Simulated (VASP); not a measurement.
# WS2 in VASP: settings compared

The runs below take WS2 through single point, with PBE-based screened hybrid with 30 % exact exchange, HF.

All numbers are computed with VASP 6.6.1; they aren't measurements. Logs are shortened: lines on timing, memory, paths and dates and some standing lists are left out, and cuts for length are marked.

### Step 1. The cell of the first run

The cell holds a slab with vacuum, 3 atoms: a = 3.170 Å, b = 3.170 Å, c = 16.926 Å, α = 90.00°, β = 90.00°, γ = 120.00°.

### Step 2. Single point, PBE-based screened hybrid with 30 % exact exchange

Input file POSCAR:

```
WS2
1.0
    3.1697138084      0.0000000000      0.0000000000
   -1.5848569042      2.7450526808      0.0000000000
    0.0000000000      0.0000000000     16.9263323846
W S
1 2
Direct
    0.3333333333      0.6666666667      0.0000000000
    0.6666666667      0.3333333333      0.9076849995
    0.6666666667      0.3333333333      0.0923150005
```

Input file INCAR.step1:

```
SYSTEM = WS2
ALGO = Normal ; EDIFF = 1E-5
ENCUT = 520 ; GGA = PE
ISIF = 2 ; ISMEAR = 0
LASPH = .TRUE. ; LREAL = .FALSE.
LWAVE = .TRUE. ; NBANDS = 20
NELM = 60 ; PREC = Accurate
SIGMA = 0.01
```

Input file INCAR.step2:

```
SYSTEM = WS2
AEXX = 0.3 ; ALGO = Normal
EDIFF = 1E-7 ; ENCUT = 520
GGA = PE ; HFSCREEN = 0.3
ISIF = 2 ; ISMEAR = 0
ISTART = 1 ; LASPH = .TRUE.
LCHARG = .TRUE. ; LELF = .TRUE.
LHFCALC = .TRUE. ; LREAL = .FALSE.
LVHAR = .TRUE. ; LWAVE = .FALSE.
NBANDS = 20 ; NELM = 60
PREC = Accurate ; PRECFOCK = Normal
SIGMA = 0.01
```

Input file KPOINTS:

```
k-points
0
G
  6 6 1
  0 0 0
```

Potentials or basis: VASP PAW PBE potentials, release 64 (W_sv, S).

Started as:

```bash
$ cat potpaw_PBE.64/W_sv/POTCAR potpaw_PBE.64/S/POTCAR > POTCAR
$ cp INCAR.step1 INCAR
$ mpirun -np 1 vasp_std > vasp.out
$ cp INCAR.step2 INCAR
$ mpirun -np 1 vasp_std > vasp.out
```

OUTCAR:

```text
SYSTEM = WS2
   AEXX = 0.3
   EDIFF = 1E-7
   ENCUT = 520
   GGA = PE
   HFSCREEN = 0.3
   ISIF = 2
   ISMEAR = 0
   ISTART = 1
   LASPH = .TRUE.
   LHFCALC = .TRUE.
   LREAL = .FALSE.
   NELM = 60
   PREC = Accurate
   PRECFOCK = Normal

 ion  position               nearest neighbor table
   1  0.333  0.667  0.000-   2 2.41   3 2.41   2 2.41   3 2.41   2 2.41   3 2.41
   2  0.667  0.333  0.908-   1 2.41   1 2.41   1 2.41
   3  0.667  0.333  0.092-   1 2.41   1 2.41   1 2.41

  LATTYP: Found a hexagonal cell.
 ALAT       =     3.1697138084
 C/A-ratio  =     5.3400191335

  Lattice vectors:

 A1 = (   3.1697138084,   0.0000000000,   0.0000000000)
 A2 = (  -1.5848569042,   2.7450526808,   0.0000000000)
 A3 = (   0.0000000000,   0.0000000000,  16.9263323846)

Analysis of symmetry for initial positions (statically):
=====================================================================
 Subroutine PRICEL returns:
 Original cell was already a primitive cell.

 Routine SETGRP: Setting up the symmetry group for a
 hexagonal supercell.

 Subroutine GETGRP returns: Found 12 space group operations
 (whereof 12 operations were pure point group operations)
 out of a pool of 24 trial point group operations.

The static configuration has the point symmetry D_3h.

Analysis of symmetry for dynamics (positions and initial velocities):
=====================================================================
 Subroutine PRICEL returns:
 Original cell was already a primitive cell.

 Routine SETGRP: Setting up the symmetry group for a
 hexagonal supercell.

 Subroutine GETGRP returns: Found 12 space group operations
 (whereof 12 operations were pure point group operations)
 out of a pool of 24 trial point group operations.

The dynamic configuration has the point symmetry D_3h.

 Subroutine INISYM returns: Found 12 space group operations
 (whereof 12 operations are pure point group operations),
 and found     1 'primitive' translations

----------------------------------------------------------------------------------------

                                     Primitive cell

  volume of cell :     147.2765

  direct lattice vectors                    reciprocal lattice vectors
     3.169713808  0.000000000  0.000000000     0.315485896  0.182145867  0.000000000
    -1.584856904  2.745052681  0.000000000     0.000000000  0.364291734  0.000000000
     0.000000000  0.000000000 16.926332385     0.000000000  0.000000000  0.059079544

  length of vectors
     3.169713808  3.169713808 16.926332385     0.364291734  0.364291734  0.059079544

  position of ions in fractional coordinates (direct lattice)
     0.333333333  0.666666667  0.000000000
     0.666666667  0.333333333  0.907684999
     0.666666667  0.333333333  0.092315001

  ion indices of the primitive-cell ions
   primitive index   ion index
                 1           1
                 2           2
                 3           3

----------------------------------------------------------------------------------------

 KPOINTS: k-points

Automatic generation of k-mesh.
 Grid dimensions read from file:
 generate k-points for:    6    6    1

 Generating k-lattice:

  Cartesian coordinates                     Fractional coordinates (reciprocal lattice)
     0.052580983  0.030357644  0.000000000     0.166666667  0.000000000  0.000000000
     0.000000000  0.060715289  0.000000000     0.000000000  0.166666667  0.000000000
     0.000000000  0.000000000  0.059079544     0.000000000  0.000000000  1.000000000

  Length of vectors
     0.060715289  0.060715289  0.059079544

  Shift w.r.t. Gamma in fractional coordinates (k-lattice)
     0.000000000  0.000000000  0.000000000

 Subroutine IBZKPT returns following result:
 ===========================================

 Found      7 irreducible k-points:

 Following reciprocal coordinates:
            Coordinates               Weight
  0.000000  0.000000  0.000000      1.000000
  0.166667 -0.000000  0.000000      6.000000
  0.333333 -0.000000  0.000000      6.000000
  0.500000 -0.000000  0.000000      3.000000
  0.166667  0.166667  0.000000      6.000000
  0.333333  0.166667  0.000000     12.000000
  0.333333  0.333333  0.000000      2.000000
   k-points           NKPTS =      7   k-points in BZ     NKDIM =     36   number of bands    NBANDS=     20
   number of dos      NEDOS =    301   number of ions     NIONS =      3
   total plane-waves  NPLWV =  72576
   dimension x,y,z NGX =    24 NGY =   24 NGZ =  126
   dimension x,y,z NGXF=    48 NGYF=   48 NGZF=  252
   ions per type =               1   2
   NGX,Y,Z   is equivalent  to a cutoff of  12.59, 12.59, 12.38 a.u.
   NGXF,Y,Z  is equivalent  to a cutoff of  25.18, 25.18, 24.75 a.u.
 SYSTEM =  WS2
   PREC   = accura    normal or accurate (medium, high low for compatibility)
   ISTART =      1    job   : 0-new  1-cont  2-samecut
   ICHARG =      0    charge: 1-file 2-atom 10-const
   ISPIN  =      1    spin polarized calculation?
   LNONCOLLINEAR =      F non collinear calculations
   LSORBIT =      F    spin-orbit coupling
   LASPH  =      T    aspherical Exc in radial PAW
   ENCUT  =  520.0 eV  38.22 Ry    6.18 a.u.   5.89  5.89 31.47*2*pi/ulx,y,z
   NELM   =     60;   NELMIN=  2; NELMDL=  0     # of ELM steps
   EDIFF  = 0.1E-06   stopping-criterion for ELM
   LREAL  =      F    real-space projection
   EDIFFG = 0.1E-05   stopping-criterion for IOM
   NSW    =      0    number of steps for IOM
   IBRION =     -1    ionic relax: 0-MD 1-quasi-New 2-CG
   NFREE  =      0    steps in history (QN), initial steepest desc. (CG)
   ISIF   =      2    stress and relaxation
   ISYM   =      3    0-nonsym 1-usesym 2-fastsym
   POTIM  = 0.5000    time-step for ionic-motion
   TEBEG  =    0.0;   TEEND  =   0.0 temperature during run
   PSTRESS=    0.0 pullay stress
   NELECT =      26.0000    total number of electrons
   NUPDOWN=      -1.0000    fix difference up-down
   EMIN   =  10.00;   EMAX   =-10.00  energy-range for DOS
   EFERMI =   0.00;   METHOD = LEGACY
   ISMEAR =     0;   SIGMA  =   0.01  broadening in eV -4-tet -1-fermi 0-gaus
   EFERMI_NEDOS =   21; number of points for ismear=-14 and -15
   IALGO  =     38    algorithm
   IMIX   =      1    mixing-type and parameters
     AMIX     =   0.40;   BMIX     =  1.00
     AMIX_MAG =   1.60;   BMIX_MAG =  1.00
  volume/ion in A,a.u.               =      49.09       331.29
  Fermi-wavevector in a.u.,A,eV,Ry     =   0.918378  1.735483 11.475398  0.843418
  Thomas-Fermi vector in A             =   2.043453
   LORBIT       =      0    0 simple, 1 ext, 2 COOP (PROOUT), +10 PAW based schemes
   GGA     = PE    functional components
   LHFCALC =     T    Hartree Fock is set to
   PRECFOCK=normal    Normal, Fast or Accurate (Low or Medium for compatibility)
   ENCUT4O =  -1.0   cutoff for four orbital integrals eV
   NKREDX  =     1    reduce k-point grid by
   NKREDY  =     1    reduce k-point grid by
   NKREDZ  =     1    reduce k-point grid by
   AEXX    =    0.3000 exact exchange contribution
   HFSCREEN=    0.3000 screening length (either q_TF or 0.3 A-1)
   HFSCREENC=   0.3000 screening length for correlation (either q_TF or 0.3 A-1)
   ENCUTFOCK=  -1.0 apply spherical cutoff to Coloumb kernel
   IVDW    =     0    specifies the selected vdW correction
   LEPSILON=     F    determine dielectric tensor
   LRPA    =     F    only Hartree local field effects (RPA)
 non-spin polarized calculation
 Gauss-broadening in eV      SIGMA  =   0.01
  energy-cutoff  :      520.00
  volume of cell :      147.28
 maximum number of plane-waves:      4000
 NGX is ok and might be reduce to    24
  NGX = 18; NGY = 18; NGZ = 96

 number of electron      25.9999998 magnetization

 Free energy of the ion-electron system (eV)
  ---------------------------------------------------
  ext. energy  EPLUGINS =         0.00000000
  ---------------------------------------------------
  free energy    TOTEN  =       -28.02878304 eV

  energy without entropy =      -28.02878304  energy(sigma->0) =      -28.02878304

 E-fermi :  -1.4459     XC(G=0):  -3.7077

 val. band max:       -1.5279333080   @ k =   0.3333   0.3333   0.0000
 cond. band min:       0.7293713450   @ k =   0.3333   0.3333   0.0000
 fundamental gap:      2.2573046530
 Fermi energy:        -1.4458864140

 k-point     1 :       0.0000    0.0000    0.0000
  band No.  band energies     occupation
      1     -80.1995      2.00000
      2     -42.7152      2.00000
      3     -42.4989      2.00000
      4     -42.4989      2.00000
      5     -18.2068      2.00000
      6     -16.3632      2.00000
      7      -8.8109      2.00000
      8      -4.8577      2.00000
      9      -4.8577      2.00000
     10      -4.0506      2.00000
     11      -3.4098      2.00000
     12      -3.4098      2.00000
     13      -1.6170      2.00000
     14       2.0459      0.00000
     15       2.0459      0.00000
     16       2.1795      0.00000
     17       2.1795      0.00000
     18       4.0499      0.00000
     19       4.4322      0.00000
     20       4.7596      0.00000

 k-point     2 :       0.1667   -0.0000    0.0000
  band No.  band energies     occupation
      1     -80.1934      2.00000
      2     -42.6949      2.00000
      3     -42.6131      2.00000
      4     -42.5252      2.00000
      5     -17.7070      2.00000
      6     -16.1842      2.00000
      7      -8.2379      2.00000
      8      -5.9599      2.00000
      9      -5.1830      2.00000
     10      -4.3838      2.00000
     11      -4.0892      2.00000
     12      -3.2648      2.00000
     13      -1.9951      2.00000
     14       1.4117      0.00000
     15       1.8058      0.00000
     16       1.9745      0.00000
     17       2.8445      0.00000
     18       4.7299      0.00000
     19       4.9851      0.00000
     20       6.0013      0.00000

 k-point     3 :       0.3333   -0.0000    0.0000
  band No.  band energies     occupation
      1     -80.1814      2.00000
      2     -42.8354      2.00000
      3     -42.6539      2.00000
      4     -42.5773      2.00000
      5     -16.5383      2.00000
      6     -15.7753      2.00000
      7      -8.1358      2.00000
      8      -6.7398      2.00000
      9      -6.6913      2.00000
     10      -5.0714      2.00000
     11      -3.8573      2.00000
     12      -3.4681      2.00000
     13      -2.9348      2.00000
     14       1.6433      0.00000
     15       1.6441      0.00000
     16       2.8812      0.00000
     17       3.8396      0.00000
     18       5.9152      0.00000
     19       6.3090      0.00000
     20       6.5277      0.00000

 k-point     4 :       0.5000   -0.0000    0.0000
  band No.  band energies     occupation
      1     -80.1753      2.00000
      2     -42.9438      2.00000
      3     -42.6333      2.00000
      4     -42.6032      2.00000
      5     -15.8030      2.00000
      6     -15.5360      2.00000
      7      -8.9343      2.00000
      8      -7.4158      2.00000
      9      -6.6593      2.00000
     10      -5.4627      2.00000
     11      -4.1046      2.00000
     12      -3.0854      2.00000
     13      -2.6854      2.00000
     14       1.9853      0.00000
     15       2.4536      0.00000
     16       3.3117      0.00000
     17       4.1248      0.00000
     18       4.4383      0.00000
     19       6.9366      0.00000
     20       7.2504      0.00000

 k-point     5 :       0.1667    0.1667    0.0000
  band No.  band energies     occupation
      1     -80.1844      2.00000
      2     -42.7593      2.00000
      3     -42.6642      2.00000
      4     -42.5862      2.00000
      5     -16.8616      2.00000
      6     -15.8810      2.00000
      7      -7.6312      2.00000
      8      -6.8418      2.00000
      9      -6.0646      2.00000
     10      -5.5055      2.00000
     11      -4.2115      2.00000
     12      -3.2477      2.00000
     13      -2.5538      2.00000
     14       1.0251      0.00000
     15       1.8939      0.00000
     16       2.1895      0.00000
     17       3.9259      0.00000
     18       5.7609      0.00000
     19       6.0102      0.00000
     20       7.0942      0.00000

 k-point     6 :       0.3333    0.1667    0.0000
  band No.  band energies     occupation
      1     -80.1753      2.00000
      2     -42.8874      2.00000
      3     -42.6617      2.00000
      4     -42.6334      2.00000
      5     -15.8281      2.00000
      6     -15.5144      2.00000
      7      -8.3353      2.00000
      8      -7.5023      2.00000
      9      -6.4785      2.00000
     10      -5.5877      2.00000
     11      -4.7913      2.00000
     12      -3.9422      2.00000
     13      -2.2558      2.00000
     14       1.5643      0.00000
     15       2.4680      0.00000
     16       2.9192      0.00000
     17       4.2520      0.00000
     18       5.6587      0.00000
     19       7.4604      0.00000
     20       7.6370      0.00000

 k-point     7 :       0.3333    0.3333    0.0000
  band No.  band energies     occupation
      1     -80.1723      2.00000
      2     -42.8203      2.00000
      3     -42.7979      2.00000
      4     -42.6232      2.00000
      5     -15.4423      2.00000
      6     -15.3499      2.00000
      7      -8.1031      2.00000
      8      -7.6840      2.00000
      9      -6.6598      2.00000
     10      -6.0926      2.00000
     11      -5.3114      2.00000
     12      -4.3937      2.00000
     13      -1.5279      2.00000
     14       0.7294      0.00000
     15       2.5427      0.00000
     16       3.3060      0.00000
     17       5.0844      0.00000
     18       6.0632      0.00000
     19       6.3641      0.00000
     20       8.6037      0.00000

------------------------ aborting loop because EDIFF is reached ----------------------------------------

  FORCE on cell =-STRESS in cart. coord.  units (eV):
  Direction    XX          YY          ZZ          XY          YZ          ZX
  --------------------------------------------------------------------------------------
  -------------------------------------------------------------------------------------
  Total       -0.9164525     -0.9164525     -1.0201404      0.0000000      0.0000000      0.0000000
  in kB       -9.9698115     -9.9698115    -11.0978008      0.0000000      0.0000000      0.0000000
  external PRESSURE =     -10.3458079 kB  Pullay stress =       0.0000000 kB

 VOLUME and BASIS-vectors are now :
 -----------------------------------------------------------------------------
  energy-cutoff  :      520.00
  volume of cell :      147.28
      direct lattice vectors                 reciprocal lattice vectors
     3.169713808  0.000000000  0.000000000     0.315485896  0.182145867  0.000000000
    -1.584856904  2.745052681  0.000000000     0.000000000  0.364291734  0.000000000
     0.000000000  0.000000000 16.926332385     0.000000000  0.000000000  0.059079544

 POSITION                                       TOTAL-FORCE (eV/Angst)
 -----------------------------------------------------------------------------------
     -0.00000      1.83004      0.00000        -0.000000      0.000000     -0.000000
      1.58486      0.91502     15.36378         0.000000     -0.000000      0.315995
      1.58486      0.91502      1.56255         0.000000     -0.000000     -0.315995
 -----------------------------------------------------------------------------------
    total drift:                               -0.000000      0.000000     -0.000000

  FREE ENERGIE OF THE ION-ELECTRON SYSTEM (eV)
  ---------------------------------------------------
  free  energy   TOTEN  =       -28.0287830357 eV

  energy  without entropy=      -28.0287830357  energy(sigma->0) =      -28.02878304
```

It took 35 min on 1 thread of Intel Xeon Platinum 8488C (Sapphire Rapids), shared host; peak memory 0.37 GiB.

Results:

* Free energy: -28.0288 eV
* Largest force: 0.316 eV/Å
* Band gap on the k mesh: 2.26 eV

Forces on the atoms (eV/Å):
```
W    0.000  0.000  0.000
S    0.000  0.000  0.316
S    0.000  0.000 -0.316
```

Caveat: there is no dipole correction, which matters where the two faces differ; the PAW data sets were made with another functional, which shifts forces and pressure a little; spin-orbit coupling is left out, which moves the levels of the heavy elements.

### Step 3. Single point, HF

POSCAR is that of step 2.

Input file INCAR.step1:

```
SYSTEM = WS2
  PREC = Accurate
  ENCUT = 520
  EDIFF = 1E-5
  ISMEAR = 0
  SIGMA = 0.01
  LREAL = .False.
  LASPH = .True.
  NELM = 60
  ALGO = Normal
  ISIF = 2
  LWAVE = .True.
  NBANDS = 20
  GGA = PE
```

Input file INCAR.step2:

```
SYSTEM = WS2
  PREC = Accurate
  ENCUT = 520
  EDIFF = 1E-6
  ISMEAR = 0
  SIGMA = 0.01
  LREAL = .False.
  LASPH = .True.
  NELM = 60
  ALGO = Normal
  ISIF = 2
  LWAVE = .False.
  LCHARG = .True.
  GGA = PE
  LHFCALC = .True.
  AEXX = 1.0
  ALDAC = 0.0
  AGGAC = 0.0
  PRECFOCK = Normal
  LELF = .True.
  LVHAR = .True.
  NBANDS = 20
  ISTART = 1
```

Input file KPOINTS:

```
Automatic mesh
0
Gamma
  6 6 1
  0 0 0
```

Potentials or basis: VASP PAW PBE potentials, release 64 (W_sv, S).

Started as:

```bash
$ cat potpaw_PBE.64/W_sv/POTCAR potpaw_PBE.64/S/POTCAR > POTCAR
$ cp INCAR.step1 INCAR
$ mpirun -np 1 vasp_std > vasp.out
$ cp INCAR.step2 INCAR
$ mpirun -np 1 vasp_std > vasp.out
```

It took 51 min on 1 thread of Intel Xeon Platinum 8488C (Sapphire Rapids), shared host; peak memory 0.27 GiB.

The run converged. Its results:

```yaml
Free_energy: -45.7380 eV
Largest_force: 0.393 eV/Å
Band_gap_on_the_k_mesh: 6.54 eV
```

Forces on the atoms (eV/Å):
```
W    0.000  0.000  0.000
S    0.000  0.000  0.393
S    0.000  0.000 -0.393
```

Levels at points of the mesh, in eV from the valence-band top:
| k point | band 9 | band 10 | band 11 | band 12 | band 13 | band 14 | band 15 | band 16 | band 17 | band 18 |
| --- | --- | --- | --- | --- | --- | --- | --- | --- | --- | --- |
| (0.00, 0.00, 0.00) | -4.84 | -4.10 | -2.80 | -2.80 | -0.52 | 7.91 | 8.68 | 8.87 | 8.87 | 8.97 |
| (0.50, 0.00, 0.00) | -7.23 | -5.55 | -4.11 | -2.67 | -2.00 | 8.79 | 9.14 | 10.38 | 11.50 | 11.60 |

Caveat: there is no dipole correction, which matters where the two faces differ; the PAW data sets were made with another functional, which shifts forces and pressure a little; spin-orbit coupling is left out, which moves the levels of the heavy elements.
